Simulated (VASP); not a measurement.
Here is a VASP 6.6.1 calculation.

INCAR

```
SYSTEM = MgH2
ALGO = Normal ; EDIFF = 1E-6
ENCUT = 520 ; GGA = PE
ISIF = 2 ; ISMEAR = 0
LASPH = .TRUE. ; LCHARG = .TRUE.
LELF = .TRUE. ; LREAL = .FALSE.
LVHAR = .TRUE. ; LWAVE = .FALSE.
NBANDS = 9 ; NELM = 80
PREC = Accurate ; SIGMA = 0.1
```

The input KPOINTS:

```
k-points
0
G
  14 14 18
  0 0 0
```

The input POSCAR:

```
MgH2
1.0
    3.2777682942      0.0000000000      0.0000000000
    0.0000000000      3.2777682942      0.0000000000
    0.0000000000      0.0000000000      2.6765349196
Mg H
1 2
Direct
    0.5000000000      0.5000000000      0.0000000000
    0.0000000000      0.5000000000      0.5000000000
    0.5000000000      0.0000000000      0.5000000000
```

Potentials or basis: VASP PAW PBE potentials, release 64 (Mg, H).

Launch:

```bash
$ cat potpaw_PBE.64/Mg/POTCAR potpaw_PBE.64/H/POTCAR > POTCAR
$ mpirun -np 1 vasp_std > vasp.out
```

Problem. Predict the pressure.

Solution. -0.3 GPa.

Problem. Predict the band gap on the k mesh.

Solution. Zero (band 2 reaches 2.74 eV, above the bottom of band 3 at 1.57 eV).
